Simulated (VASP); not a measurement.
P, 4 atoms in the cell. The cell holds a slab with vacuum, 4 atoms: a = 3.241 Å, b = 34.336 Å, c = 4.567 Å, α = 90.00°, β = 90.00°, γ = 90.00°.  This cell differs from its parent crystal: equal strain along all axes, cell held: -1.5 %, then relaxed in part.

| Property | Result |
| --- | --- |
| Program | VASP 6.6.1 |
| Task | single point |
| Functional | r2SCAN |
| Potentials or basis | VASP PAW PBE potentials, release 64 (P) |
| Cutoff | 520 eV |
| k mesh | 8 × 1 × 6 |
| Occupations | gaussian, width 0.02 eV |
| Spin | no spin polarisation |
| Dipole correction | no |
| Further INCAR settings | ALGO = Normal; EDIFF = 1e-07; NBANDS = 18 |

Potentials or basis: VASP PAW PBE potentials, release 64 (P).

Command:

```sh
$ cat potpaw_PBE.64/P/POTCAR > POTCAR
$ cp INCAR.step1 INCAR
$ mpirun -np 1 vasp_std > vasp.out
$ cp INCAR.step2 INCAR
$ mpirun -np 1 vasp_std > vasp.out
```

Hardware: 1 thread of AMD EPYC 7R13 Processor (Zen 3), with other jobs on the host.

How long does it take, and how much memory?

Wall time 21 min on 1 thread of AMD EPYC 7R13 Processor (Zen 3), on a shared host, peak memory 0.6 GiB. Counts: k points 20.
